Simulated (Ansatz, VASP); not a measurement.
One calculation of CuAu, two programs

```
Cu Au
1.0
     5.01363    0.00000    0.00000
    -2.50682    4.34193    0.00000
     0.00000    0.00000    4.04509
Cu Au
3 3
Direct
  0.50000 0.00000 0.00000
  0.50000 0.50000 0.00000
  0.00000 0.50000 0.00000
  0.00000 0.00000 0.00000
  0.33333 0.66667 0.50000
  0.66667 0.33333 0.50000
```

Alike in both runs: task single point; functional PBE; k mesh 6 × 6 × 4; occupations gaussian, width 0.1 eV; no spin polarisation.

|  | VASP | Ansatz |
| --- | --- | --- |
| version | VASP 6.6.1 | Ansatz 0.2.0 |
| potentials or method | VASP PAW PBE potentials, release 64 (Cu, Au), cutoff 520 eV | scalar-relativistic, plane waves, PAW |
| valence electrons in the cell | 66 | 114 |

VASP gave:

* gap on the k mesh at the Fermi level (eV): none
* pressure (GPa): 24.3
* traceless stress, the component that is largest in VASP (GPa): 5.95

**Question.** Estimate Ansatz's values.

**Answer.** gap on the k mesh at the Fermi level (eV): none; pressure (GPa): 24.3; traceless stress, the component that is largest in VASP (GPa): 6.03.

A gap of «none» marks a metal or a gap that the smearing closes. VASP's potentials hold 66 valence electrons a cell and Ansatz's 114, so a difference there can come from the potentials and not from the codes.

The k mesh is coarse, so the values compare programs but aren't converged. Neither program's run includes spin-orbit coupling.
